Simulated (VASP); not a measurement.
A run of VASP 6.6.1 is set up as follows.

INCAR

```
  PREC = Accurate
  ENCUT = 600
  EDIFF = 1E-6
  ISMEAR = 0
  SIGMA = 0.1
  LREAL = F
  LASPH = T
  NELM = 120
  ALGO = Normal
  ISIF = 2
  LWAVE = F
  LCHARG = F
  NBANDS = 14
  GGA_COMPAT = F
```

KPOINTS

```
regular mesh
0
Gamma
  8 8 8
```

File POSCAR:

```
HfC
1.0
    0.0000000000      2.2867260130      2.2867260130
    2.2867260130      0.0000000000      2.2867260130
    2.2867260130      2.2867260130      0.0000000000
Hf C
1 1
Direct
    0.5000000000      0.5000000000      0.5000000000
    0.0000000000      0.0000000000      0.0000000000
```

Potentials or basis: VASP PAW LDA potentials, release 64 (Hf_pv, C).

Run with:

```bash
$ cat potpaw_LDA.64/Hf_pv/POTCAR potpaw_LDA.64/C/POTCAR > POTCAR
$ mpirun -np 1 vasp_std > vasp.out
```

(1) Estimate the band gap on the k mesh.

(2) What does it give for the pressure?

Results:

(1) zero (band 7 reaches 7.30 eV, above the bottom of band 8 at 5.83 eV).

(2) 0.4 GPa.

Caveat: spin-orbit coupling is left out, which moves the levels of the heavy elements.
